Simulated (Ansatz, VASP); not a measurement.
## One calculation of EuAlIr, two programs

```xyz
3
Lattice="4.2539 0.0000 0.0000 -2.1269 3.6840 0.0000 0.0000 0.0000 4.2807" Properties=species:S:1:pos:R:3 pbc="T T T"
Eu    2.1269    1.2280    2.1403
Al    0.0000    2.4560    0.0000
Ir    0.0000    0.0000    0.0000
```

Change from the starting cell: relaxed end of: species swapped into the NdNiAs type (P-6m2, No. 187).

Alike in both runs: functional PBE; k mesh 12 × 12 × 12; occupations gaussian, width 0.1 eV; collinear spin.

Ansatz relaxed the structure, and its values are those at the end. VASP's run is a single point on that final structure, the one shown.

```csv
,VASP,Ansatz
version,VASP 6.6.1,Ansatz 0.2.0
potentials or method,"VASP PAW PBE potentials, release 64 (Eu, Al, Ir), cutoff 520 eV","scalar-relativistic, plane waves, PAW"
valence electrons in the cell,29,37
```

```tsv
	VASP	Ansatz	Ansatz less VASP
gap on the k mesh at the Fermi level (eV)	none	none	-
pressure (GPa)	-0.1	0.0	+0.07
net moment per atom (μB)	2.30	2.30	+0.003
size of the moment on the site where the two differ most (μB)	6.47	6.68	+0.209
```

Site moments also hang on the region over which each program counts them. A gap of «none» marks a metal or a gap that the smearing closes. The functional is the same, so the differences come from potentials, cutoffs and numerics. VASP's potentials hold 29 valence electrons a cell and Ansatz's 37, so a difference there can come from the potentials and not from the codes. Ansatz's warnings: given moment on shells.

Neither program's run includes spin-orbit coupling.
